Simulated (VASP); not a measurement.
ScSi26C27 (a cell with a defect): relaxation of the atoms with PBE

ScSi26C27 (a cell with a defect):

```
Sc Si C
1.0
     0.00000    6.53700    6.53700
     6.53700    0.00000    6.53700
     6.53700    6.53700    0.00000
Sc Si C
1 26 27
Direct
  0.00000 0.00000 0.00000
  0.00000 0.00000 0.33333
  0.00000 0.00000 0.66667
  0.00000 0.33333 0.00000
  0.00000 0.33333 0.33333
  0.00000 0.33333 0.66667
  0.00000 0.66667 0.00000
  0.00000 0.66667 0.33333
  0.00000 0.66667 0.66667
  0.33333 0.00000 0.00000
  0.33333 0.00000 0.33333
  0.33333 0.00000 0.66667
  0.33333 0.33333 0.00000
  0.33333 0.33333 0.33333
  0.33333 0.33333 0.66667
  0.33333 0.66667 0.00000
  0.33333 0.66667 0.33333
  0.33333 0.66667 0.66667
  0.66667 0.00000 0.00000
  0.66667 0.00000 0.33333
  0.66667 0.00000 0.66667
  0.66667 0.33333 0.00000
  0.66667 0.33333 0.33333
  0.66667 0.33333 0.66667
  0.66667 0.66667 0.00000
  0.66667 0.66667 0.33333
  0.66667 0.66667 0.66667
  0.08333 0.08333 0.08333
  0.08333 0.08333 0.41667
  0.08333 0.08333 0.75000
  0.08333 0.41667 0.08333
  0.08333 0.41667 0.41667
  0.08333 0.41667 0.75000
  0.08333 0.75000 0.08333
  0.08333 0.75000 0.41667
  0.08333 0.75000 0.75000
  0.41667 0.08333 0.08333
  0.41667 0.08333 0.41667
  0.41667 0.08333 0.75000
  0.41667 0.41667 0.08333
  0.41667 0.41667 0.41667
  0.41667 0.41667 0.75000
  0.41667 0.75000 0.08333
  0.41667 0.75000 0.41667
  0.41667 0.75000 0.75000
  0.75000 0.08333 0.08333
  0.75000 0.08333 0.41667
  0.75000 0.08333 0.75000
  0.75000 0.41667 0.08333
  0.75000 0.41667 0.41667
  0.75000 0.41667 0.75000
  0.75000 0.75000 0.08333
  0.75000 0.75000 0.41667
  0.75000 0.75000 0.75000
```

| Property | Result |
| --- | --- |
| Program | VASP 6.6.1 |
| Task | relaxation of the atoms |
| Functional | PBE |
| Potentials or basis | VASP PAW PBE potentials, release 64 (Sc_sv, Si, C) |
| Cutoff | 520 eV |
| k mesh | 3 × 3 × 3 |
| Occupations | fermi-dirac, width 0.01 eV |
| Spin | no spin polarisation |
| Dipole correction | no |
| Charge | -1 |
| Further INCAR settings | LREAL = Auto; ALGO = Normal; EDIFF = 1e-06; IBRION = 2; EDIFFG = -0.03; NSW = 60; NELECT = 224.0 |

The energy gained by relaxing is 40.7 meV/atom. The ionic steps are 8 and the largest force after relaxing is 0.013 eV/Å.

Forces in eV/Å, atoms in the order of the input:
```
Sc   0.000  0.000  0.000
Si  -0.005 -0.005  0.009
Si   0.005  0.005  0.009
Si  -0.005  0.009 -0.005
Si   0.005 -0.005 -0.005
Si  -0.009  0.005 -0.005
Si   0.005  0.009  0.005
Si  -0.009 -0.005  0.005
Si  -0.005  0.005  0.005
Si   0.009 -0.005 -0.005
Si  -0.005  0.005 -0.005
Si   0.005 -0.009 -0.005
Si  -0.005 -0.005  0.005
Si   0.005  0.005  0.005
Si   0.000  0.000  0.013
Si   0.005 -0.005 -0.009
Si   0.000  0.013  0.000
Si  -0.013  0.000  0.000
Si   0.009  0.005  0.005
Si  -0.005 -0.009  0.005
Si   0.005 -0.005  0.005
Si  -0.005  0.005 -0.009
Si   0.013  0.000  0.000
Si   0.000 -0.013  0.000
Si   0.005  0.005 -0.005
Si   0.000  0.000 -0.013
Si  -0.005 -0.005 -0.005
C   -0.005 -0.005 -0.005
C    0.000  0.000 -0.003
C    0.005  0.005 -0.005
C    0.000 -0.003  0.000
C    0.003  0.000  0.000
C    0.006 -0.006 -0.004
C    0.005 -0.005  0.005
C    0.006 -0.004 -0.006
C    0.004 -0.006 -0.006
C   -0.003  0.000  0.000
C    0.000  0.003  0.000
C   -0.006  0.006 -0.004
C    0.000  0.000  0.003
C   -0.003 -0.003 -0.003
C    0.003  0.003 -0.003
C   -0.006 -0.004  0.006
C    0.003 -0.003  0.003
C    0.004  0.006  0.006
C   -0.005  0.005  0.005
C   -0.004  0.006 -0.006
C   -0.006  0.004 -0.006
C   -0.004 -0.006  0.006
C   -0.003  0.003  0.003
C    0.006  0.004  0.006
C   -0.006 -0.006  0.004
C    0.006  0.006  0.004
C    0.000  0.000  0.000
```

The path:
```tsv
step	energy change (eV)	largest force (eV/Å)	pressure (GPa)
1	0.0000	6.0597	10.85
2	-1.0514	2.7899	10.84
3	-2.0344	0.8635	10.35
4	-2.1402	0.4910	10.30
5	-2.1931	0.1391	10.29
6	-2.1989	0.0455	10.29
7	-2.1989	0.0410	10.29
8	-2.1994	0.0135	10.29
```

Final structure:
```
Sc Si C
1.0
     0.00000    6.53700    6.53700
     6.53700    0.00000    6.53700
     6.53700    6.53700    0.00000
Sc Si C
1 26 27
Direct
  0.00000 0.00000 0.00000
  0.00137 0.00137 0.33299
  0.00137 0.00137 0.66427
  0.00137 0.33299 0.00137
  0.00093 0.33302 0.33302
  0.00137 0.33299 0.66427
  0.00137 0.66427 0.00137
  0.00137 0.66427 0.33299
  0.00028 0.66657 0.66657
  0.33299 0.00137 0.00137
  0.33302 0.00093 0.33302
  0.33299 0.00137 0.66427
  0.33302 0.33302 0.00093
  0.33302 0.33302 0.33302
  0.33293 0.33293 0.66707
  0.33299 0.66427 0.00137
  0.33293 0.66707 0.33293
  0.33293 0.66707 0.66707
  0.66427 0.00137 0.00137
  0.66427 0.00137 0.33299
  0.66657 0.00028 0.66657
  0.66427 0.33299 0.00137
  0.66707 0.33293 0.33293
  0.66707 0.33293 0.66707
  0.66657 0.66657 0.00028
  0.66707 0.66707 0.33293
  0.66657 0.66657 0.66657
  0.09181 0.09181 0.09181
  0.08280 0.08280 0.41720
  0.09181 0.09181 0.72456
  0.08280 0.41720 0.08280
  0.08280 0.41720 0.41720
  0.08308 0.41654 0.75019
  0.09181 0.72456 0.09181
  0.08308 0.75019 0.41654
  0.08308 0.75019 0.75019
  0.41720 0.08280 0.08280
  0.41720 0.08280 0.41720
  0.41654 0.08308 0.75019
  0.41720 0.41720 0.08280
  0.41664 0.41664 0.41664
  0.41664 0.41664 0.75008
  0.41654 0.75019 0.08308
  0.41664 0.75008 0.41664
  0.41654 0.75019 0.75019
  0.72456 0.09181 0.09181
  0.75019 0.08308 0.41654
  0.75019 0.08308 0.75019
  0.75019 0.41654 0.08308
  0.75008 0.41664 0.41664
  0.75019 0.41654 0.75019
  0.75019 0.75019 0.08308
  0.75019 0.75019 0.41654
  0.75000 0.75000 0.75000
```

Levels at points of the mesh, in eV from the Fermi level:
```
           k point  band 109  band 110  band 111  band 112  band 113  band 114  band 115  band 116
(0.00, 0.00, 0.00)     -0.88     -0.54     -0.54     -0.54      1.88      1.88      1.98      2.14
```

It took 14 min on 1 × NVIDIA H100 80GB with 1 thread of AMD EPYC 7R13 Processor (Zen 3) (shared host), peak memory 1.6 GiB.

Caveat: the cell carries a net charge on a neutralising background, which shifts energy and pressure; the cell is charged against a uniform background, so pressure and absolute levels hang on convention.
